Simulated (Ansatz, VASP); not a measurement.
# Two plane-wave programs on C

Contents of INCAR:

```
SYSTEM = C
ALGO = Normal
EDIFF = 1E-7
ENCUT = 520
GGA = CA
ISIF = 2
ISMEAR = 0
LASPH = .True.
LCHARG = .False.
LREAL = .False.
LWAVE = .False.
NBANDS = 26
NELM = 100
PREC = Accurate
SIGMA = 0.05
```

File KPOINTS:

```
k-points
0
Gamma
  12 12 4
  0 0 0
```

File POSCAR:

```
C
1.0
    2.4606208111      0.0000000000      0.0000000000
   -1.2303104055      2.1309601315      0.0000000000
    0.0000000000      0.0000000000      8.4056584863
C
8
Direct
    0.0000000000      0.0000000000      0.0914756587
    0.0000000000      0.0000000000      0.5914756587
    0.0000000000      0.0000000000      0.4085243413
    0.0000000000      0.0000000000      0.9085243413
    0.3333333333      0.6666666667      0.1566801912
    0.6666666667      0.3333333333      0.6566801912
    0.3333333333      0.6666666667      0.3433198088
    0.6666666667      0.3333333333      0.8433198088
```

Input for Ansatz:

```yaml
crystal:
  lattice:
    - [2.4606208111, 0.0, 0.0]
    - [-1.2303104055, 2.1309601315, 0.0]
    - [0.0, 0.0, 8.4056584863]
  atoms:
    - { symbol: C, position: [0.0, 0.0, 0.0914756587] }
    - { symbol: C, position: [0.0, 0.0, 0.5914756587] }
    - { symbol: C, position: [0.0, 0.0, 0.4085243413] }
    - { symbol: C, position: [0.0, 0.0, 0.9085243413] }
    - { symbol: C, position: [0.3333333333, 0.6666666667, 0.1566801912] }
    - { symbol: C, position: [0.6666666667, 0.3333333333, 0.6566801912] }
    - { symbol: C, position: [0.3333333333, 0.6666666667, 0.3433198088] }
    - { symbol: C, position: [0.6666666667, 0.3333333333, 0.8433198088] }
basis:
  ecutwfc: 520.0
kpoints:
  mp_grid: { grid: [12, 12, 4] }
hamiltonian:
  xc: lda
  pseudopotentials: { kind: paw, azcp: { folder: soft_1 } }
scf:
  occupations: { method: gaussian, width: 0.05 }
output:
  forces: true
  stress: true
  eigenvalues: true
```

Change from the starting cell: mode 21 frozen in at -0.012 Å, strain +e along z and -e/2 along x and y +0.0233.

Alike in both runs: task single point; functional LDA; k mesh 12 × 12 × 4; occupations gaussian, width 0.05 eV; no spin polarisation.

|  | VASP | Ansatz |
| --- | --- | --- |
| version | VASP 6.6.1 | Ansatz 0.2.0 |
| potentials or method | VASP PAW LDA potentials, release 64 (C), cutoff 520 eV | scalar-relativistic, plane waves, PAW |
| valence electrons in the cell | 32 | 32 |

Ansatz gave:

```
gap on the k mesh at the Fermi level (eV)                     : 4.41
least direct gap on the mesh (eV)                             : 4.76
pressure (GPa)                                                : 0.2
traceless stress, the component that is largest in VASP (GPa) : -28.86
rms of the force components (eV/Å)                            : 0.425
```

**Question.** Which values does VASP return?

**Answer.** gap on the k mesh at the Fermi level (eV): 4.40; least direct gap on the mesh (eV): 4.76; pressure (GPa): 1.9; traceless stress, the component that is largest in VASP (GPa): -28.90; rms of the force components (eV/Å): 0.418.

Ansatz warns that its potentials were made for another functional, while VASP's fit it. LDA's correlation is that of Perdew and Zunger in VASP and of Perdew and Wang (1992) in Ansatz. Atom by atom the forces differ by 0.007 eV/Å (rms over components).
